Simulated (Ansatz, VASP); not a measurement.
# SiGe7: VASP beside Ansatz

```
CELL_PARAMETERS angstrom
4.04500 0.00000 0.00000
0.00000 4.04500 0.00000
0.00000 0.00000 11.43565
ATOMIC_POSITIONS crystal
Si 0.00000 0.00000 0.00000
Ge 0.00000 0.50000 0.87968
Ge 0.50000 0.50000 0.75280
Ge 0.50000 0.00000 0.62647
Ge 0.00000 0.00000 0.50000
Ge 0.50000 0.00000 0.12032
Ge 0.50000 0.50000 0.24720
Ge 0.00000 0.50000 0.37353
```

Alike in both runs: task single point; functional PBE; k mesh 10 × 10 × 4; occupations gaussian, width 0.01 eV; no spin polarisation.

```csv
,VASP,Ansatz
version,VASP 6.6.1,Ansatz 0.2.0
potentials or method,"VASP PAW PBE potentials, release 64 (Si, Ge_d), cutoff 520 eV","scalar-relativistic, plane waves, PAW"
valence electrons in the cell,102,102
```

|  | VASP | Ansatz | Ansatz less VASP |
| --- | --- | --- | --- |
| gap on the k mesh at the Fermi level (eV) | none | none | - |
| pressure (GPa) | -0.1 | 0.0 | +0.03 |

A gap of «none» marks a metal or a gap that the smearing closes. With one functional, cell and mesh, what is left measures potentials, basis and numerics.
